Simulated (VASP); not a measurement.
The system is InRh.

```
In Rh
1.0
     3.23703    0.00000    0.00000
     0.00000    3.23703    0.00000
     0.00000    0.00000    3.23703
In Rh
1 1
Direct
  0.50000 0.50000 0.50000
  0.00000 0.00000 0.00000
```

* Program: VASP 6.6.1
* Task: relaxation of cell and atoms
* Functional: LDA
* Potentials or basis: VASP PAW LDA potentials, release 64 (In_d, Rh_pv)
* Cutoff: 600 eV
* k mesh: 14 × 14 × 14
* Occupations: gaussian, width 0.1 eV
* Spin: no spin polarisation

At the start: pressure -10.9 GPa; volume 16.96 Å³/atom.

Q: How do energy, volume and symmetry change on relaxing?

A: Over 7 steps the energy falls by 40.5 meV/atom and the volume is 15.85 Å³/atom (-6.6 %); space group Pm-3m (No. 221, to 0.05 Å).

Step by step:
```csv
step,energy change (eV),largest force (eV/Å),pressure (GPa),volume (Å³)
1,0.0000,0.0000,-10.87,33.92
2,0.1418,0.0000,25.47,28.58
3,-0.0809,0.0000,-0.13,31.75
4,-0.0810,0.0000,-0.07,31.71
5,-0.0810,0.0000,0.24,31.66
6,-0.0809,0.0000,-0.51,31.75
7,-0.0810,0.0000,0.03,31.70
```

Final structure:
```
CELL_PARAMETERS angstrom
3.16469 0.00000 0.00000
0.00000 3.16469 0.00000
0.00000 0.00000 3.16469
ATOMIC_POSITIONS crystal
In 0.50000 0.50000 0.50000
Rh 0.00000 0.00000 0.00000
```
